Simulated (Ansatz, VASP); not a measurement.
## TiSi2: VASP beside Ansatz

```
Ti Si
1.0
     0.00000    4.11752    4.26290
     2.38951    0.00000    4.26290
     2.38951    4.11752    0.00000
Ti Si
2 4
Direct
  0.75000 0.75000 0.75000
  0.50000 0.50000 0.50000
  0.41257 0.08743 0.41257
  0.08743 0.41257 0.08743
  0.16257 0.83743 0.16257
  0.83743 0.16257 0.83743
```

Alike in both runs: task band structure; functional PBE; k mesh 5 × 5 × 5; occupations fermi-dirac, width 0.05 eV; no spin polarisation.

|  | VASP | Ansatz |
| --- | --- | --- |
| version | VASP 6.6.1 | Ansatz 0.2.0 |
| potentials or method | VASP PAW PBE potentials, release 54 (Ti, Si) | Ansatz PAW |
| plane-wave cutoff (eV) | 600 | 420 |
| valence electrons in the cell | 24 | 40 |

```tsv
	VASP	Ansatz	Ansatz less VASP
gap on the k mesh at the Fermi level (eV)	none	none	-
pressure (GPa)	1.9	2.1	+0.17
traceless stress, the component that is largest in VASP (GPa)	1.68	1.52	-0.167
rms of the force components (eV/Å)	0.015	0.016	+0.0014
```

Atom by atom the forces differ by 0.001 eV/Å (rms over components). A gap of «none» marks a metal or a gap that the smearing closes. VASP's potentials hold 24 valence electrons a cell and Ansatz's 40, so a difference there can come from the potentials and not from the codes.
